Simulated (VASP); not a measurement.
# GaN (P6_3mc) in VASP: further runs

GaN is run at these levels: PBEsol, r2SCAN; tasks: single point.

All numbers are computed with VASP 6.6.1; they aren't measurements. Logs are shortened: lines on timing, memory, paths and dates and some standing lists are left out, and cuts for length are marked.

### 1 The cell of the first run

The structure is hexagonal, space group P6_3mc (No. 186). The conventional cell has a = 3.229 Å, b = 3.229 Å, c = 5.253 Å, α = 90.00°, β = 90.00°, γ = 120.00°. Within 2.6 Å of Ga (site symmetry 3m) lie 4 N at 1.97 to 1.98 Å. N (site symmetry 3m) has 4 Ga at 1.97 to 1.98 Å within 2.6 Å.

### 2 Single point, PBEsol

INCAR

```
SYSTEM = GaN
  ALGO = Normal
  EDIFF = 1E-7
  ENCUT = 520
  GGA = PS
  ISIF = 2
  ISMEAR = -1
  LASPH = .True.
  LCHARG = .True.
  LELF = .True.
  LREAL = .False.
  LVHAR = .True.
  LWAVE = .False.
  NBANDS = 26
  NELM = 100
  PREC = Accurate
  SIGMA = 0.0122
```

KPOINTS

```
k-points
0
Gamma
  6 6 4
  0 0 0
```

POSCAR

```
GaN
1.0
    1.6146090000      2.7965840000      0.0000000000
   -1.6146090000      2.7965840000      0.0000000000
    0.0000000000      0.0000000000      5.2527950000
Ga N
2 2
Direct
    0.6666700000      0.6666600000      0.0000000000
    0.3333400000      0.3333300000      0.5000000000
    0.6666700000      0.6666600000      0.3750000000
    0.3333400000      0.3333300000      0.8750000000
```

Potentials or basis: VASP PAW PBE potentials, release 64 (Ga_d, N).

The run is started by

```
$ cat potpaw_PBE.64/Ga_d/POTCAR potpaw_PBE.64/N/POTCAR > POTCAR
$ mpirun -np 1 vasp_std > vasp.out
```

OUTCAR:

```text
SYSTEM = GaN
   EDIFF = 1E-7
   ENCUT = 520
   GGA = PS
   ISIF = 2
   ISMEAR = -1
   LASPH = .True.
   LREAL = .False.
   NELM = 100
   PREC = Accurate

 ion  position               nearest neighbor table
   1  0.667  0.667  0.000-   3 1.97   4 1.98   4 1.98   4 1.98
   2  0.333  0.333  0.500-   4 1.97   3 1.98   3 1.98   3 1.98
   3  0.667  0.667  0.375-   1 1.97   2 1.98   2 1.98   2 1.98
   4  0.333  0.333  0.875-   2 1.97   1 1.98   1 1.98   1 1.98

  LATTYP: Found a hexagonal cell.
 ALAT       =     3.2292172878
 C/A-ratio  =     1.6266465003

  Lattice vectors:

 A1 = (   1.6146090000,  -2.7965840000,   0.0000000000)
 A2 = (   1.6146090000,   2.7965840000,   0.0000000000)
 A3 = (   0.0000000000,   0.0000000000,   5.2527950000)

Analysis of symmetry for initial positions (statically):
=====================================================================
 Subroutine PRICEL returns:
 Original cell was already a primitive cell.

 Routine SETGRP: Setting up the symmetry group for a
 hexagonal supercell.

 Subroutine GETGRP returns: Found  4 space group operations
 (whereof  1 operations were pure point group operations)
 out of a pool of 24 trial point group operations.

The static configuration has the point symmetry C_1 .
 The point group associated with its full space group is C_2v.

Analysis of symmetry for dynamics (positions and initial velocities):
=====================================================================
 Subroutine PRICEL returns:
 Original cell was already a primitive cell.

 Routine SETGRP: Setting up the symmetry group for a
 hexagonal supercell.

 Subroutine GETGRP returns: Found  4 space group operations
 (whereof  1 operations were pure point group operations)
 out of a pool of 24 trial point group operations.

The dynamic configuration has the point symmetry C_1 .
 The point group associated with its full space group is C_2v.

 Subroutine INISYM returns: Found  4 space group operations
 (whereof  1 operations are pure point group operations),
 and found     1 'primitive' translations

----------------------------------------------------------------------------------------

                                     Primitive cell

  volume of cell :      47.4368

  direct lattice vectors                    reciprocal lattice vectors
     1.614609000  2.796584000  0.000000000     0.309672497  0.178789552  0.000000000
    -1.614609000  2.796584000  0.000000000    -0.309672497  0.178789552  0.000000000
     0.000000000  0.000000000  5.252795000     0.000000000  0.000000000  0.190374839

  length of vectors
     3.229217288  3.229217288  5.252795000     0.357579025  0.357579025  0.190374839

  position of ions in fractional coordinates (direct lattice)
     0.666670000  0.666660000  0.000000000
     0.333340000  0.333330000  0.500000000
     0.666670000  0.666660000  0.375000000
     0.333340000  0.333330000  0.875000000

  ion indices of the primitive-cell ions
   primitive index   ion index
                 1           1
                 2           2
                 3           3
                 4           4

----------------------------------------------------------------------------------------

 KPOINTS: k-points

Automatic generation of k-mesh.
 Grid dimensions read from file:
 generate k-points for:    6    6    4

 Generating k-lattice:

  Cartesian coordinates                     Fractional coordinates (reciprocal lattice)
     0.051612083  0.029798259  0.000000000     0.166666667 -0.000000000  0.000000000
    -0.051612083  0.029798259  0.000000000    -0.000000000  0.166666667  0.000000000
     0.000000000  0.000000000  0.047593710     0.000000000  0.000000000  0.250000000

  Length of vectors
     0.059596504  0.059596504  0.047593710

  Shift w.r.t. Gamma in fractional coordinates (k-lattice)
     0.000000000  0.000000000  0.000000000

 Subroutine IBZKPT returns following result:
 ===========================================

 Found     39 irreducible k-points:

 Following reciprocal coordinates:
            Coordinates               Weight
  0.000000  0.000000  0.000000      1.000000
  0.166667  0.000000  0.000000      4.000000
  0.166667  0.166667  0.000000      2.000000
  0.333333  0.000000  0.000000      4.000000
  0.333333  0.333333  0.000000      2.000000
  0.500000  0.000000  0.000000      2.000000
[... 16 lines left out ...]
  0.500000  0.166667  0.250000      8.000000
  0.333333  0.500000  0.250000      8.000000
 [... further k-points ...]
   k-points           NKPTS =     39   k-points in BZ     NKDIM =     39   number of bands    NBANDS=     26
   number of dos      NEDOS =    301   number of ions     NIONS =      4
   total plane-waves  NPLWV =  23040
   dimension x,y,z NGX =    24 NGY =   24 NGZ =   40
   dimension x,y,z NGXF=    48 NGYF=   48 NGZF=   80
   ions per type =               2   2
   NGX,Y,Z   is equivalent  to a cutoff of  12.36, 12.36, 12.66 a.u.
   NGXF,Y,Z  is equivalent  to a cutoff of  24.71, 24.71, 25.32 a.u.
 SYSTEM =  GaN
   PREC   = accura    normal or accurate (medium, high low for compatibility)
   ISTART =      0    job   : 0-new  1-cont  2-samecut
   ICHARG =      2    charge: 1-file 2-atom 10-const
   ISPIN  =      1    spin polarized calculation?
   LNONCOLLINEAR =      F non collinear calculations
   LSORBIT =      F    spin-orbit coupling
   LASPH  =      T    aspherical Exc in radial PAW
   ENCUT  =  520.0 eV  38.22 Ry    6.18 a.u.   6.00  6.00  9.77*2*pi/ulx,y,z
   NELM   =    100;   NELMIN=  2; NELMDL= -5     # of ELM steps
   EDIFF  = 0.1E-06   stopping-criterion for ELM
   LREAL  =      F    real-space projection
   EDIFFG = 0.1E-05   stopping-criterion for IOM
   NSW    =      0    number of steps for IOM
   IBRION =     -1    ionic relax: 0-MD 1-quasi-New 2-CG
   NFREE  =      0    steps in history (QN), initial steepest desc. (CG)
   ISIF   =      2    stress and relaxation
   ISYM   =      2    0-nonsym 1-usesym 2-fastsym
   POTIM  = 0.5000    time-step for ionic-motion
   TEBEG  =    0.0;   TEEND  =   0.0 temperature during run
   PSTRESS=    0.0 pullay stress
   NELECT =      36.0000    total number of electrons
   NUPDOWN=      -1.0000    fix difference up-down
   EMIN   =  10.00;   EMAX   =-10.00  energy-range for DOS
   EFERMI =   0.00;   METHOD = LEGACY
   ISMEAR =    -1;   SIGMA  =   0.01  broadening in eV -4-tet -1-fermi 0-gaus
   EFERMI_NEDOS =   21; number of points for ismear=-14 and -15
   IALGO  =     38    algorithm
   IMIX   =      4    mixing-type and parameters
     AMIX     =   0.40;   BMIX     =  1.00
     AMIX_MAG =   1.60;   BMIX_MAG =  1.00
  volume/ion in A,a.u.               =      11.86        80.03
  Fermi-wavevector in a.u.,A,eV,Ry     =   1.493266  2.821863 30.338850  2.229843
  Thomas-Fermi vector in A             =   2.605688
   LORBIT       =      0    0 simple, 1 ext, 2 COOP (PROOUT), +10 PAW based schemes
   GGA     = PS    functional components
   LHFCALC =     F    Hartree Fock is set to
   AEXX    =    0.0000 exact exchange contribution
   IVDW    =     0    specifies the selected vdW correction
   LEPSILON=     F    determine dielectric tensor
   LRPA    =     F    only Hartree local field effects (RPA)
 non-spin polarized calculation
  energy-cutoff  :      520.00
  volume of cell :       47.44
 maximum number of plane-waves:      1302
   NGX = 13   NGY = 13   NGZ = 19

 number of electron      35.9999958 magnetization

 Free energy of the ion-electron system (eV)
  ---------------------------------------------------
  ext. energy  EPLUGINS =         0.00000000
  ---------------------------------------------------
  free energy    TOTEN  =       -26.21554220 eV

  energy without entropy =      -26.21554220  energy(sigma->0) =      -26.21554220

 E-fermi :   5.0778     XC(G=0): -11.7037

 val. band max:        4.7971714401   @ k =   0.0000   0.0000   0.0000
 cond. band min:       6.4035539182   @ k =   0.0000   0.0000   0.0000
 fundamental gap:      1.6063824781
 Fermi energy:         5.0777944440

 k-point     1 :       0.0000    0.0000    0.0000
  band No.  band energies     occupation
      1     -10.8725      2.00000
      2     -10.0399      2.00000
      3      -8.5915      2.00000
      4      -8.5722      2.00000
      5      -8.5722      2.00000
      6      -8.5163      2.00000
[... 18 lines left out ...]
     25      16.1304      0.00000
     26      16.1306      0.00000

 k-point     2 :       0.1667    0.0000    0.0000
  band No.  band energies     occupation
      1     -10.6336      2.00000
      2      -9.9880      2.00000
      3      -8.5612      2.00000
      4      -8.5414      2.00000
      5      -8.4987      2.00000
      6      -8.4705      2.00000
[... 18 lines left out ...]
     25      15.8211      0.00000
     26      16.6192      0.00000

 k-point     3 :       0.1667    0.1667    0.0000
  band No.  band energies     occupation
      1     -10.6336      2.00000
      2      -9.9880      2.00000
      3      -8.5612      2.00000
      4      -8.5414      2.00000
      5      -8.4987      2.00000
      6      -8.4705      2.00000
[... 18 lines left out ...]
     25      15.8211      0.00000
     26      16.6191      0.00000

 k-point     4 :       0.3333    0.0000    0.0000
  band No.  band energies     occupation
      1     -10.2100      2.00000
      2      -9.9198      2.00000
      3      -8.5260      2.00000
      4      -8.5096      2.00000
      5      -8.4372      2.00000
      6      -8.3816      2.00000
[... 18 lines left out ...]
     25      16.0641      0.00000
     26      17.5393      0.00000

 k-point     5 :       0.3333    0.3333    0.0000
  band No.  band energies     occupation
      1     -10.2100      2.00000
      2      -9.9198      2.00000
      3      -8.5260      2.00000
      4      -8.5096      2.00000
      5      -8.4372      2.00000
      6      -8.3816      2.00000
[... 18 lines left out ...]
     25      16.0641      0.00000
     26      17.5343      0.00000

 k-point     6 :       0.5000    0.0000    0.0000
  band No.  band energies     occupation
      1     -10.0543      2.00000
      2      -9.9015      2.00000
      3      -8.5277      2.00000
      4      -8.5080      2.00000
      5      -8.4232      2.00000
      6      -8.3811      2.00000
[... 427 lines left out ...]
 k-point    21 :       0.3333    0.1667    0.2500
  band No.  band energies     occupation
      1     -10.2090      2.00000
      2      -9.9484      2.00000
      3      -8.5158      2.00000
      4      -8.5122      2.00000
      5      -8.4618      2.00000
      6      -8.4477      2.00000
[... 18 lines left out ...]
     25      15.5823      0.00000
     26      17.0097      0.00000

 k-point    22 :      -0.1667    0.1667    0.2500
  band No.  band energies     occupation
      1     -10.2090      2.00000
      2      -9.9484      2.00000
      3      -8.5158      2.00000
      4      -8.5122      2.00000
      5      -8.4618      2.00000
      6      -8.4478      2.00000
[... 18 lines left out ...]
     25      15.5822      0.00000
     26      17.0098      0.00000

 k-point    23 :       0.5000    0.1667    0.2500
  band No.  band energies     occupation
      1      -9.9979      2.00000
      2      -9.9020      2.00000
      3      -8.5216      2.00000
      4      -8.4911      2.00000
      5      -8.4417      2.00000
      6      -8.3847      2.00000
[... 18 lines left out ...]
     25      16.3044      0.00000
     26      17.5951      0.00000

 k-point    24 :       0.3333    0.5000    0.2500
  band No.  band energies     occupation
      1      -9.9979      2.00000
      2      -9.9020      2.00000
      3      -8.5216      2.00000
      4      -8.4911      2.00000
      5      -8.4417      2.00000
      6      -8.3847      2.00000
[... 18 lines left out ...]
     25      16.3044      0.00000
     26      17.5951      0.00000

 [... further k-points ...]
[... 5 lines left out ...]
  --------------------------------------------------------------------------------------
  -------------------------------------------------------------------------------------
  Total       -2.3131075     -2.3125017     -1.9556425      0.0000000      0.0000000      0.0000000
  in kB      -78.1251226    -78.1046622    -66.0517549      0.0000000      0.0000000      0.0000000
  external PRESSURE =     -74.0938466 kB  Pullay stress =       0.0000000 kB

 VOLUME and BASIS-vectors are now :
 -----------------------------------------------------------------------------
  energy-cutoff  :      520.00
  volume of cell :       47.44
      direct lattice vectors                 reciprocal lattice vectors
     1.614609000  2.796584000  0.000000000     0.309672497  0.178789552  0.000000000
    -1.614609000  2.796584000  0.000000000    -0.309672497  0.178789552  0.000000000
     0.000000000  0.000000000  5.252795000     0.000000000  0.000000000  0.190374839

 POSITION                                       TOTAL-FORCE (eV/Angst)
 -----------------------------------------------------------------------------------
      0.00002      3.72877      0.00000         0.000000      0.000173     -0.108472
      0.00002      1.86440      2.62640         0.000000     -0.000173     -0.108472
      0.00002      3.72877      1.96980         0.000000      0.000183      0.108472
      0.00002      1.86440      4.59620         0.000000     -0.000183      0.108472
 -----------------------------------------------------------------------------------
    total drift:                               -0.000000      0.000001     -0.000316

  FREE ENERGIE OF THE ION-ELECTRON SYSTEM (eV)
  ---------------------------------------------------
  free  energy   TOTEN  =       -26.2155421983 eV

  energy  without entropy=      -26.2155421983  energy(sigma->0) =      -26.21554220
```

Wall time 36 s (1 thread of AMD EPYC 9R45 (Zen 5), shared host); peak memory 0.15 GiB.

What came out:

- Free energy: -26.2155 eV
- Pressure: -7.4 GPa
- Largest force: 0.108 eV/Å
- Band gap on the k mesh: 1.61 eV

Forces on the atoms (eV/Å):
```
Ga   0.000  0.000 -0.108
Ga   0.000  0.000 -0.108
N    0.000  0.000  0.108
N    0.000  0.000  0.108
```

Caveat: the cell stands under tension; the PAW data sets were made with another functional, which shifts forces and pressure a little. A hybrid or GW would open this gap; PBEsol tends to underestimate it.

### 3 Single point, r2SCAN

POSCAR is that of step 2.

INCAR.step1

```
ALGO = Normal ; EDIFF = 1E-4
ENCUT = 520 ; GGA = PE
ISMEAR = -1 ; LASPH = T
LCHARG = F ; LREAL = F
LWAVE = T ; NBANDS = 26
NELM = 60 ; PREC = Accurate
SIGMA = 0.0122
```

INCAR.step2

```
ALGO = Normal ; EDIFF = 1E-6
ENCUT = 520 ; ISIF = 2
ISMEAR = -1 ; ISTART = 1
LASPH = T ; LCHARG = F
LMIXTAU = T ; LREAL = F
LWAVE = F ; METAGGA = R2SCAN
NBANDS = 26 ; NELM = 60
PREC = Accurate ; SIGMA = 0.0122
```

KPOINTS

```
k-points
0
Gamma
  6 6 4
```

Potentials or basis: VASP PAW PBE potentials, release 64 (Ga_d, N).

The run is started by

```
$ cat potpaw_PBE.64/Ga_d/POTCAR potpaw_PBE.64/N/POTCAR > POTCAR
$ cp INCAR.step1 INCAR
$ mpirun -np 1 vasp_std > vasp.out
$ cp INCAR.step2 INCAR
$ mpirun -np 1 vasp_std > vasp.out
```

Run time: 1.8 min. Hardware: 1 thread of AMD EPYC 9R45 (Zen 5), shared host; peak memory 0.16 GiB.

Results (log left out):

```yaml
Free_energy: -43.7820 eV
Pressure: -6.6 GPa
Largest_force: 0.112 eV/Å
Band_gap_on_the_k_mesh: 2.04 eV
```

Forces on the atoms (eV/Å):
```
Ga   0.000  0.000 -0.112
Ga   0.000  0.000 -0.112
N    0.000  0.000  0.112
N    0.000  0.000  0.112
```

Stress tensor (GPa, compression positive):
```
-6.98  0.00  0.00
 0.00 -6.98  0.00
 0.00  0.00 -5.80
```

Levels at points of the mesh, in eV from the valence-band top:
| k point | band 16 | band 17 | band 18 | band 19 | band 20 | band 21 |
| --- | --- | --- | --- | --- | --- | --- |
| (0.00, 0.00, 0.00) | -0.06 | 0.00 | 0.00 | 2.04 | 4.53 | 9.69 |
| (0.50, 0.00, 0.00) | -2.69 | -2.16 | -0.96 | 5.44 | 5.84 | 6.41 |
| (0.50, 0.50, 0.00) | -2.69 | -2.16 | -0.96 | 5.44 | 5.84 | 6.41 |
| (0.00, 0.00, 0.50) | -0.53 | -0.53 | -0.53 | 4.47 | 4.47 | 8.95 |
| (0.50, 0.00, 0.50) | -1.90 | -1.89 | -1.89 | 4.73 | 4.73 | 8.15 |
| (0.50, 0.50, 0.50) | -1.90 | -1.89 | -1.89 | 4.73 | 4.73 | 8.15 |

Caveat: the cell stands under tension; the PAW data sets were made with another functional, which shifts forces and pressure a little.
